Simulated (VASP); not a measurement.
# B (Im-3m) in VASP: a series of runs, part 3 of 3

VASP 6.6.1. Earlier steps stand in the parts before.

### 5 Single point, PBE (volume scaled by 1.08)

Input file INCAR:

```
SYSTEM = B
ALGO = Normal
EDIFF = 1E-6
ENCUT = 520
GGA = PE
ISIF = 2
ISMEAR = -1
LASPH = .True.
LCHARG = .False.
LREAL = .False.
LWAVE = .False.
NBANDS = 8
NELM = 100
PREC = Accurate
SIGMA = 0.1
```

Input file KPOINTS:

```
k-points
0
Gamma
  21 21 21
  0 0 0
```

Input file POSCAR:

```
B
1.0
   -1.1839550503      1.1839550503      1.1839550503
    1.1839550503     -1.1839550503      1.1839550503
    1.1839550503      1.1839550503     -1.1839550503
B
1
Direct
    0.0000000000      0.0000000000      0.0000000000
```

Run with:

```bash
cat potpaw_PBE.64/B/POTCAR > POTCAR
mpirun -np 1 vasp_std > vasp.out
```

Run time: 6.4 s. Hardware: 1 thread of Intel Xeon Platinum 8259CL at 2.50GHz (Skylake/Cascade Lake), shared host; peak memory 0.12 GiB.

The run converged. Its results:

- Free energy: -4.9701 eV
- Pressure: -14.6 GPa

Levels at points of the mesh, in eV from the Fermi level:
```tsv
k point	band 1	band 2	band 3	band 4
(0.00, 0.00, 0.00)	-17.69	14.52	14.52	14.52
```

### 6 Single point, PBE (volume scaled by 1.12)

Input file INCAR:

```
SYSTEM = B
PREC = Accurate ; ENCUT = 520
EDIFF = 1E-6 ; ISMEAR = -1
SIGMA = 0.1 ; LREAL = .False.
LASPH = .True. ; NELM = 60
ALGO = Normal ; ISIF = 2
LWAVE = .False. ; LCHARG = .True.
GGA = PE ; LELF = .True.
LVHAR = .True. ; NBANDS = 8
```

Input file KPOINTS:

```
regular mesh
0
Gamma
  21 21 21
  0 0 0
```

Input file POSCAR:

```
B
1.0
   -1.1983949496      1.1983949496      1.1983949496
    1.1983949496     -1.1983949496      1.1983949496
    1.1983949496      1.1983949496     -1.1983949496
B
1
Direct
    0.0000000000      0.0000000000      0.0000000000
```

Potentials or basis: VASP PAW PBE potentials, release 64 (B).

Run with:

```bash
cat potpaw_PBE.64/B/POTCAR > POTCAR
mpirun -np 1 vasp_std > vasp.out
```

OUTCAR:

```text
SYSTEM = B
   PREC = Accurate
   ENCUT = 520
   EDIFF = 1E-6
   ISMEAR = -1
   LREAL = .False.
   LASPH = .True.
   NELM = 60
   ISIF = 2
   GGA = PE

 ion  position               nearest neighbor table
   1  0.000  0.000  0.000-

  LATTYP: Found a body centered cubic cell.
 ALAT       =     2.3967898992

  Lattice vectors:

 A1 = (  -1.1983949496,   1.1983949496,   1.1983949496)
 A2 = (   1.1983949496,  -1.1983949496,   1.1983949496)
[... 440 lines left out ...]
      6      33.7298      0.00000
      7      41.2761      0.00000
      8      46.9414      0.00000

 [... further k-points ...]

------------------------ aborting loop because EDIFF is reached ----------------------------------------

  FORCE on cell =-STRESS in cart. coord.  units (eV):
  Direction    XX          YY          ZZ          XY          YZ          ZX
  --------------------------------------------------------------------------------------
  -------------------------------------------------------------------------------------
  Total       -0.8426721     -0.8426721     -0.8426721      0.0000000     -0.0000000      0.0000000
  in kB     -196.1143047   -196.1143047   -196.1143047      0.0000000     -0.0000000      0.0000000
  external PRESSURE =    -196.1143047 kB  Pullay stress =       0.0000000 kB

 VOLUME and BASIS-vectors are now :
 -----------------------------------------------------------------------------
  energy-cutoff  :      520.00
  volume of cell :        6.88
      direct lattice vectors                 reciprocal lattice vectors
    -1.198394950  1.198394950  1.198394950     0.000000000  0.417224722  0.417224722
     1.198394950 -1.198394950  1.198394950     0.417224722  0.000000000  0.417224722
     1.198394950  1.198394950 -1.198394950     0.417224722  0.417224722  0.000000000

 POSITION                                       TOTAL-FORCE (eV/Angst)
 -----------------------------------------------------------------------------------
      0.00000      0.00000      0.00000         0.000000     -0.000000     -0.000000
 -----------------------------------------------------------------------------------
    total drift:                               -0.000000      0.000000     -0.000000

  FREE ENERGIE OF THE ION-ELECTRON SYSTEM (eV)
  ---------------------------------------------------
  free  energy   TOTEN  =        -4.9438988634 eV

  energy  without entropy=       -4.9337381728  energy(sigma->0) =       -4.93881852
```

OSZICAR:

```text
N       E                     dE             d eps       ncg     rms          rms(c)
DAV:   1    -0.319166586480E+01   -0.31917E+01   -0.15154E+03  5040   0.296E+02
DAV:   2    -0.494576799923E+01   -0.17541E+01   -0.16813E+01  6112   0.315E+01
DAV:   3    -0.494811919250E+01   -0.23512E-02   -0.23507E-02  5080   0.120E+00
DAV:   4    -0.494811928428E+01   -0.91788E-07   -0.91947E-07  6632   0.715E-03
DAV:   5    -0.494811928379E+01    0.49805E-09   -0.30693E-11  5096   0.257E-05    0.128E+00
DAV:   6    -0.494544812738E+01    0.26712E-02   -0.22271E-04  5264   0.134E-01    0.762E-01
DAV:   7    -0.494389694638E+01    0.15512E-02   -0.64972E-04  5360   0.227E-01    0.296E-02
DAV:   8    -0.494389930154E+01   -0.23552E-05   -0.16622E-06  5352   0.103E-02    0.492E-03
DAV:   9    -0.494389886337E+01    0.43817E-06   -0.11066E-07  3048   0.303E-03
   1 F= -.49438989E+01 E0= -.49388185E+01  d E =-.101607E-01
```

Run time: 7 s. Hardware: 1 thread of Intel Xeon Platinum 8259CL at 2.50GHz (Skylake/Cascade Lake), shared host; peak memory 0.12 GiB.

Results:

| Property | Result |
| --- | --- |
| Free energy | -4.9439 eV |
| Pressure | -19.6 GPa |

Levels at points of the mesh, in eV from the Fermi level:
```tsv
k point	band 1	band 2	band 3	band 4	band 5	band 6
(0.00, 0.00, 0.00)	-17.25	14.08	14.08	14.08	31.77	31.77
```

### 7 Summary

```csv
cell,gap on the mesh (eV),pressure (GPa)
"a = 1.972 Å, angles 109.5°, 1 atom",none,9.9
"a = 1.999 Å, angles 109.5°, 1 atom",none,-0.2
"a = 2.025 Å, angles 109.5°, 1 atom",none,-8.3
"a = 2.051 Å, angles 109.5°, 1 atom",none,-14.6
"a = 2.076 Å, angles 109.5°, 1 atom",none,-19.6
```

Alike in all rows: task single point; level PBE; potentials or basis VASP PAW PBE potentials, release 64 (B); no spin polarisation; k mesh 21 × 21 × 21; cutoff (eV) 520; smearing fermi-dirac 0.1 eV.

Total energies depend on the potentials used, so only differences within one code and one set of settings carry meaning.
